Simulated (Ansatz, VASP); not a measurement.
One calculation of KZnF3, two programs

```
CELL_PARAMETERS angstrom
4.02282 0.00000 0.00000
0.00000 4.02282 0.00000
0.00000 0.00000 4.02282
ATOMIC_POSITIONS crystal
Zn 0.50000 0.50000 0.50000
K 0.00000 0.00000 0.00000
F 0.50000 0.00000 0.50000
F 0.00000 0.50000 0.50000
F 0.50000 0.50000 0.00000
```

Alike in both runs: task single point; functional PBE; k mesh 7 × 7 × 7; occupations fermi-dirac, width 0.05 eV; no spin polarisation.

```csv
,VASP,Ansatz
version,VASP 6.6.1,Ansatz 0.2.0
potentials or method,"VASP PAW PBE potentials, release 64 (Zn, K_sv, F)",Ansatz PAW
plane-wave cutoff (eV),520,420
valence electrons in the cell,42,42
```

|  | VASP | Ansatz | Ansatz less VASP |
| --- | --- | --- | --- |
| gap on the k mesh at the Fermi level (eV) | 3.96 | 4.03 | +0.072 |
| least direct gap on the mesh (eV) | 5.82 | 5.86 | +0.042 |
| pressure (GPa) | 6.9 | 6.5 | -0.40 |

The functional is the same, so the differences come from potentials, cutoffs and numerics.

Noted on Ansatz's run: odd divisions of the mesh miss points on the zone boundary, where band edges often lie, so the gap on the mesh can be too wide.
